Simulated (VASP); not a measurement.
The system is KCl.

```xyz
2
Lattice="3.8392 0.0000 0.0000 0.0000 3.8392 0.0000 0.0000 0.0000 3.8392" Properties=species:S:1:pos:R:3 pbc="T T T"
K     0.0000    0.0000    0.0000
Cl    1.9196    1.9196    1.9196
```

Base run:

- Program: VASP 6.6.1
- Functional: PBE0
- Potentials or basis: VASP PAW PBE potentials, release 64 (K_sv, Cl)
- Cutoff: 520 eV
- k mesh: 4 × 4 × 4
- Occupations: fermi-dirac, width 0.05 eV
- Spin: no spin polarisation

Its results: band gap on the k mesh 6.86 eV (least direct gap 7.08 eV); pressure -0.5 GPa.

Problem. The run is repeated on the same cell with these changes: functional from PBE0 to PBE-based screened hybrid with 10 % exact exchange; share of exact exchange from 0.25 to 0.1. What comes out?

Solution. Band gap on the k mesh 5.33 eV (least direct gap 5.54 eV); pressure -0.2 GPa.

Caveats: the PAW data sets were made with another functional, which shifts forces and pressure a little.

A k mesh can miss the band edges.
